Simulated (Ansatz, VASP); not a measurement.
**One calculation of CdS, two programs**

```xyz
2
Lattice="4.1494 0.0000 0.0000 -2.0747 3.5935 0.0000 0.0000 0.0000 5.4778" Properties=species:S:1:pos:R:3 pbc="T T T"
Cd    0.0000    0.0000    2.3967
S     2.0747    1.1978    2.4074
```

Alike in both runs: task single point; functional PBE; k mesh 9 × 9 × 6; occupations gaussian, width 0.02 eV; no spin polarisation.

|  | VASP | Ansatz |
| --- | --- | --- |
| version | VASP 6.6.1 | Ansatz 0.2.0 |
| potentials or method | VASP PAW PBE potentials, release 64 (Cd_sv_GW, S), cutoff 630 eV | scalar-relativistic, plane waves, PAW |
| valence electrons in the cell | 26 | 26 |

|  | VASP | Ansatz | Ansatz less VASP |
| --- | --- | --- | --- |
| gap on the k mesh at the Fermi level (eV) | 1.57 | 1.57 | +0.005 |
| least direct gap on the mesh (eV) | 1.58 | 1.58 | +0.005 |
| pressure (GPa) | 2.4 | 2.4 | +0.09 |
| traceless stress, the component that is largest in VASP (GPa) | -2.41 | -2.41 | 0.000 |

With one functional, cell and mesh, what is left measures potentials, basis and numerics. Ansatz's warnings: xc potential rough in thin density.
